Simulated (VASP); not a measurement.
# HPbNO4 (P1) in VASP: settings compared

Aim: see how the results for HPbNO4 move with the level of theory and the settings. Levels: RPBE, PBE. Tasks: single point.

Everything below comes from runs of VASP 6.6.1. Logs are shortened: lines on timing, memory, paths and dates and some standing lists are left out, and cuts for length are marked.

**1. The cell of the first run**

The typed cell holds 7 atoms: a = 3.857 Å, b = 4.338 Å, c = 5.984 Å, α = 81.87°, β = 83.26°, γ = 87.68°.

**2. Single point, RPBE**

INCAR reads:

```
SYSTEM = HPbNO4
PREC = Accurate
ENCUT = 520
EDIFF = 1E-7
ISMEAR = -1
SIGMA = 0.05
LREAL = .FALSE.
LASPH = .TRUE.
NELM = 100
ALGO = Normal
ISIF = 2
LWAVE = .FALSE.
LCHARG = .FALSE.
GGA = RP
NBANDS = 31
```

KPOINTS reads:

```
Automatic mesh
0
G
  7 6 5
  0 0 0
```

POSCAR reads:

```
HPbNO4
1.0
    3.8570700000      0.0017800000     -0.0365800000
    0.1735300000      4.3343600000     -0.0164700000
    0.7580300000      0.8387300000      5.8766200000
H Pb N O
1 1 1 4
Direct
    0.6151100000      0.8955900000      0.1984400000
    0.6459700000      0.4465100000      0.9168500000
    0.7147400000      0.2381000000      0.5005800000
    0.1695800000      0.4700700000      0.7776800000
    0.6291900000      0.9704500000      0.4984500000
    0.5642400000      0.9258300000      0.0384900000
    0.7802200000      0.4225000000      0.3195100000
```

Potentials or basis: VASP PAW PBE potentials, release 64 (H, Pb_d, N, O).

Command:

```bash
$ cat potpaw_PBE.64/H/POTCAR potpaw_PBE.64/Pb_d/POTCAR potpaw_PBE.64/N/POTCAR potpaw_PBE.64/O/POTCAR > POTCAR
$ mpirun -np 1 vasp_std > vasp.out
```

OUTCAR:

```text
SYSTEM = HPbNO4
   PREC = Accurate
   ENCUT = 520
   EDIFF = 1E-7
   ISMEAR = -1
   LREAL = .FALSE.
   LASPH = .TRUE.
   NELM = 100
   ISIF = 2
   GGA = RP

 ion  position               nearest neighbor table
   1  0.615  0.896  0.198-   6 0.99
   2  0.646  0.447  0.917-   4 2.09   4 2.10   6 2.30   6 2.30   7 2.51   3 2.75
   3  0.715  0.238  0.501-   5 1.22   7 1.26   2 2.75
   4  0.170  0.470  0.778-   2 2.09   2 2.10
   5  0.629  0.970  0.498-   3 1.22
   6  0.564  0.926  0.038-   1 0.99   2 2.30   2 2.30
   7  0.780  0.422  0.320-   3 1.26   2 2.51

  LATTYP: Found a triclinic cell.
 ALAT       =     9.0022731292
 B/A-ratio  =     1.1034313029
 C/A-ratio  =     0.8320978899
 COS(alpha) =     0.0134657135
 COS(beta)  =     0.5861289562
 COS(gamma) =     0.8046043717

  Lattice vectors:

 A1 = (  -7.8876700000,  -4.3379200000,   0.0896300000)
 A2 = (  -7.1296400000,  -3.4991900000,   5.9662500000)
 A3 = (  -4.6151000000,  -0.8405100000,  -5.8400400000)

Analysis of symmetry for initial positions (statically):
=====================================================================
 Subroutine PRICEL returns:
 Original cell was already a primitive cell.

 Routine SETGRP: Setting up the symmetry group for a
 triclinic supercell.

 Subroutine GETGRP returns: Found  1 space group operations
 (whereof  1 operations were pure point group operations)
 out of a pool of  2 trial point group operations.

The static configuration has the point symmetry C_1 .

Analysis of symmetry for dynamics (positions and initial velocities):
=====================================================================
 Subroutine PRICEL returns:
 Original cell was already a primitive cell.

 Routine SETGRP: Setting up the symmetry group for a
 triclinic supercell.

 Subroutine GETGRP returns: Found  1 space group operations
 (whereof  1 operations were pure point group operations)
 out of a pool of  2 trial point group operations.

The dynamic configuration has the point symmetry C_1 .

 Subroutine INISYM returns: Found  1 space group operations
 (whereof  1 operations are pure point group operations),
 and found     1 'primitive' translations

----------------------------------------------------------------------------------------

                                     Primitive cell

  volume of cell :      98.4112

  direct lattice vectors                    reciprocal lattice vectors
     3.857070000  0.001780000 -0.036580000     0.258966393 -0.010489196 -0.031907234
     0.173530000  4.334360000 -0.016470000    -0.000418053  0.230606447 -0.032858965
     0.758030000  0.838730000  5.876620000     0.001610808  0.000581013  0.169875140

  length of vectors
     3.857243867  4.337863591  5.984374664     0.261135381  0.232936085  0.169883771

  position of ions in fractional coordinates (direct lattice)
     0.615110000  0.895590000  0.198440000
     0.645970000  0.446510000  0.916850000
     0.714740000  0.238100000  0.500580000
     0.169580000  0.470070000  0.777680000
     0.629190000  0.970450000  0.498450000
     0.564240000  0.925830000  0.038490000
     0.780220000  0.422500000  0.319510000

  ion indices of the primitive-cell ions
   primitive index   ion index
                 1           1
                 2           2
                 3           3
                 4           4
                 5           5
                 6           6
                 7           7

----------------------------------------------------------------------------------------

 KPOINTS: Automatic mesh

Automatic generation of k-mesh.
 Grid dimensions read from file:
 generate k-points for:    7    6    5

 Generating k-lattice:

  Cartesian coordinates                     Fractional coordinates (reciprocal lattice)
     0.036995199 -0.001498457 -0.004558176     0.142857143 -0.000000000  0.000000000
    -0.000069676  0.038434408 -0.005476494     0.000000000  0.166666667  0.000000000
     0.000322162  0.000116203  0.033975028    -0.000000000 -0.000000000  0.200000000

  Length of vectors
     0.037305054  0.038822681  0.033976754

  Shift w.r.t. Gamma in fractional coordinates (k-lattice)
     0.000000000  0.000000000  0.000000000

 Subroutine IBZKPT returns following result:
 ===========================================

 Found    106 irreducible k-points:

 Following reciprocal coordinates:
            Coordinates               Weight
  0.000000  0.000000  0.000000      1.000000
  0.142857 -0.000000  0.000000      2.000000
  0.285714 -0.000000  0.000000      2.000000
  0.428571  0.000000  0.000000      2.000000
  0.000000  0.166667  0.000000      2.000000
  0.142857  0.166667  0.000000      2.000000
[... 16 lines left out ...]
  0.000000  0.000000  0.200000      2.000000
  0.142857  0.000000  0.200000      2.000000
 [... further k-points ...]
   k-points           NKPTS =    106   k-points in BZ     NKDIM =    106   number of bands    NBANDS=     31
   number of dos      NEDOS =    301   number of ions     NIONS =      7
   total plane-waves  NPLWV =  46080
   dimension x,y,z NGX =    30 NGY =   32 NGZ =   48
   dimension x,y,z NGXF=    60 NGYF=   64 NGZF=   96
   ions per type =               1   1   1   4
   NGX,Y,Z   is equivalent  to a cutoff of  12.93, 12.26, 13.33 a.u.
   NGXF,Y,Z  is equivalent  to a cutoff of  25.86, 24.53, 26.67 a.u.
 SYSTEM =  HPbNO4
   PREC   = accura    normal or accurate (medium, high low for compatibility)
   ISTART =      0    job   : 0-new  1-cont  2-samecut
   ICHARG =      2    charge: 1-file 2-atom 10-const
   ISPIN  =      1    spin polarized calculation?
   LNONCOLLINEAR =      F non collinear calculations
   LSORBIT =      F    spin-orbit coupling
   LASPH  =      T    aspherical Exc in radial PAW
   ENCUT  =  520.0 eV  38.22 Ry    6.18 a.u.   7.17  8.07 11.13*2*pi/ulx,y,z
   NELM   =    100;   NELMIN=  2; NELMDL= -5     # of ELM steps
   EDIFF  = 0.1E-06   stopping-criterion for ELM
   LREAL  =      F    real-space projection
   EDIFFG = 0.1E-05   stopping-criterion for IOM
   NSW    =      0    number of steps for IOM
   IBRION =     -1    ionic relax: 0-MD 1-quasi-New 2-CG
   NFREE  =      0    steps in history (QN), initial steepest desc. (CG)
   ISIF   =      2    stress and relaxation
   ISYM   =      2    0-nonsym 1-usesym 2-fastsym
   POTIM  = 0.5000    time-step for ionic-motion
   TEBEG  =    0.0;   TEEND  =   0.0 temperature during run
   PSTRESS=    0.0 pullay stress
   NELECT =      44.0000    total number of electrons
   NUPDOWN=      -1.0000    fix difference up-down
   EMIN   =  10.00;   EMAX   =-10.00  energy-range for DOS
   EFERMI =   0.00;   METHOD = LEGACY
   ISMEAR =    -1;   SIGMA  =   0.05  broadening in eV -4-tet -1-fermi 0-gaus
   EFERMI_NEDOS =   21; number of points for ismear=-14 and -15
   IALGO  =     38    algorithm
   IMIX   =      4    mixing-type and parameters
     AMIX     =   0.40;   BMIX     =  1.00
     AMIX_MAG =   1.60;   BMIX_MAG =  1.00
  volume/ion in A,a.u.               =      14.06        94.87
  Fermi-wavevector in a.u.,A,eV,Ry     =   1.251827  2.365609 21.321279  1.567070
  Thomas-Fermi vector in A             =   2.385756
   LORBIT       =      0    0 simple, 1 ext, 2 COOP (PROOUT), +10 PAW based schemes
   GGA     = RP    functional components
   LHFCALC =     F    Hartree Fock is set to
   AEXX    =    0.0000 exact exchange contribution
   IVDW    =     0    specifies the selected vdW correction
   LEPSILON=     F    determine dielectric tensor
   LRPA    =     F    only Hartree local field effects (RPA)
 non-spin polarized calculation
  energy-cutoff  :      520.00
  volume of cell :       98.41
 maximum number of plane-waves:      2673
 NGX is ok and might be reduce to    30
   NGX = 15   NGY = 17   NGZ = 23

 number of electron      43.9999991 magnetization

 Free energy of the ion-electron system (eV)
  ---------------------------------------------------
  ext. energy  EPLUGINS =         0.00000000
  ---------------------------------------------------
  free energy    TOTEN  =       -36.77593443 eV

  energy without entropy =      -36.77500137  energy(sigma->0) =      -36.77546790

 E-fermi :   1.1907     XC(G=0):  -8.4399

 val. band max:        0.9707234779   @ k =  -0.4286  -0.3333   0.2000
 cond. band min:       1.3316471423   @ k =  -0.0000   0.0000   0.4000
 fundamental gap:      0.3609236645
 Fermi energy:         1.1907039352

 k-point     1 :       0.0000    0.0000    0.0000
  band No.  band energies     occupation
      1     -23.9584      2.00000
      2     -19.6003      2.00000
      3     -17.6530      2.00000
      4     -17.1487      2.00000
      5     -14.9863      2.00000
      6     -14.8931      2.00000
[... 23 lines left out ...]
     30      12.5029      0.00000
     31      12.7435      0.00000

 k-point     2 :       0.1429   -0.0000    0.0000
  band No.  band energies     occupation
      1     -23.9551      2.00000
      2     -19.5992      2.00000
      3     -17.6479      2.00000
      4     -17.0569      2.00000
      5     -14.9892      2.00000
      6     -14.8920      2.00000
[... 23 lines left out ...]
     30      12.2170      0.00000
     31      12.8566      0.00000

 k-point     3 :       0.2857   -0.0000    0.0000
  band No.  band energies     occupation
      1     -23.9479      2.00000
      2     -19.5967      2.00000
      3     -17.6370      2.00000
      4     -16.8447      2.00000
      5     -14.9573      2.00000
      6     -14.8893      2.00000
[... 703 lines left out ...]
     30      12.3292      0.00000
     31      12.8414      0.00000

 k-point    24 :       0.1429    0.0000    0.2000
  band No.  band energies     occupation
      1     -23.9540      2.00000
      2     -19.6000      2.00000
      3     -17.6488      2.00000
      4     -17.0580      2.00000
      5     -14.9913      2.00000
      6     -14.8932      2.00000
[... 23 lines left out ...]
     30      12.1923      0.00000
     31      13.1677      0.00000

 [... further k-points ...]

------------------------ aborting loop because EDIFF is reached ----------------------------------------

  FORCE on cell =-STRESS in cart. coord.  units (eV):
  Direction    XX          YY          ZZ          XY          YZ          ZX
  --------------------------------------------------------------------------------------
  -------------------------------------------------------------------------------------
  Total        1.3649688      2.8060834      2.0159470      0.4078384     -0.3799904     -0.0380221
  in kB       22.2222816     45.6842512     32.8204883      6.6397859     -6.1864074     -0.6190162
  external PRESSURE =      33.5756737 kB  Pullay stress =       0.0000000 kB

 VOLUME and BASIS-vectors are now :
 -----------------------------------------------------------------------------
  energy-cutoff  :      520.00
  volume of cell :       98.41
      direct lattice vectors                 reciprocal lattice vectors
     3.857070000  0.001780000 -0.036580000     0.258966393 -0.010489196 -0.031907234
     0.173530000  4.334360000 -0.016470000    -0.000418053  0.230606447 -0.032858965
     0.758030000  0.838730000  5.876620000     0.001610808  0.000581013  0.169875140

 POSITION                                       TOTAL-FORCE (eV/Angst)
 -----------------------------------------------------------------------------------
      2.67836      4.04934      1.12891        -0.022245     -0.005656     -0.042671
      3.26403      2.70547      5.35700         0.001852      0.004400      0.031859
      3.17757      1.45313      2.91165         0.215837      0.480340      0.519461
      1.32516      2.69002      4.55618        -0.013775      0.020353     -0.082226
      2.97307      4.62546      2.89020        -0.299256     -0.878915      0.057546
      2.36615      4.04617      0.19030        -0.027875      0.012651      0.073444
      3.32488      2.10064      1.84214         0.145461      0.366827     -0.557413
 -----------------------------------------------------------------------------------
    total drift:                                0.000686      0.001265     -0.002069

  FREE ENERGIE OF THE ION-ELECTRON SYSTEM (eV)
  ---------------------------------------------------
  free  energy   TOTEN  =       -36.7759344252 eV

  energy  without entropy=      -36.7750013678  energy(sigma->0) =      -36.77546790
```

Run time: 6 min. Hardware: 1 thread of AMD EPYC 7R43 (Zen 3), shared host; peak memory 0.39 GiB.

What came out:

```
Free energy            : -36.7759 eV
Pressure               : 3.4 GPa
Largest force          : 0.930 eV/Å
Band gap on the k mesh : 0.36 eV (least direct gap 0.59 eV)
```

Forces in eV/Å, atoms in the order of the input:
```
H   -0.022 -0.006 -0.043
Pb   0.002  0.004  0.032
N    0.216  0.480  0.519
O   -0.014  0.020 -0.082
O   -0.299 -0.879  0.058
O   -0.028  0.013  0.073
O    0.145  0.367 -0.557
```

Levels at points of the mesh, in eV from the valence-band top:
| k point | band 19 | band 20 | band 21 | band 22 | band 23 | band 24 | band 25 | band 26 |
| --- | --- | --- | --- | --- | --- | --- | --- | --- |
| (0.00, 0.00, 0.00) | -1.58 | -1.15 | -0.97 | -0.64 | 1.19 | 2.94 | 5.35 | 7.30 |
| (0.00, 0.50, 0.00) | -1.33 | -1.19 | -0.89 | -0.44 | 1.55 | 2.97 | 5.82 | 6.30 |

Caveat: the standard files for N, O and F lose accuracy on very short bonds; the cell stands under pressure; the PAW data sets were made with another functional, which shifts forces and pressure a little; spin-orbit coupling is left out, which moves the levels of the heavy elements; an odd mesh through Γ misses points on the zone boundary, where band edges can lie.

(Part 1 of 2 ends here.)
